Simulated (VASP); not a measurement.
Crystal: AlNi.

```xyz
2
Lattice="2.9189 0.0000 0.0000 0.0000 2.9189 0.0000 0.0000 0.0000 2.9189" Properties=species:S:1:pos:R:3 pbc="T T T"
Ni    1.4595    1.4595    1.4595
Al    0.0000    0.0000    0.0000
```

Base run:

- Program: VASP 6.6.1
- Functional: LDA
- Potentials or basis: VASP PAW LDA potentials, release 64 (Ni, Al)
- Cutoff: 520 eV
- k mesh: 9 × 9 × 9
- Occupations: fermi-dirac, width 0.05 eV
- Spin: collinear spin, ferromagnetic start
- Starting moments: [1.0, 0.0] μB

Its results: pressure -13.6 GPa; net moment 0.00 μB per cell.

Question: The run is repeated on the same cell with these changes: functional from LDA to r2SCAN; potentials or basis from VASP PAW LDA potentials, release 64 (Ni, Al) to VASP PAW PBE potentials, release 64 (Ni, Al). What comes out?

Answer: Pressure -9.3 GPa; net moment 0.00 μB per cell.

Caveats: the PAW data sets were made with another functional, which shifts forces and pressure a little (some runs).
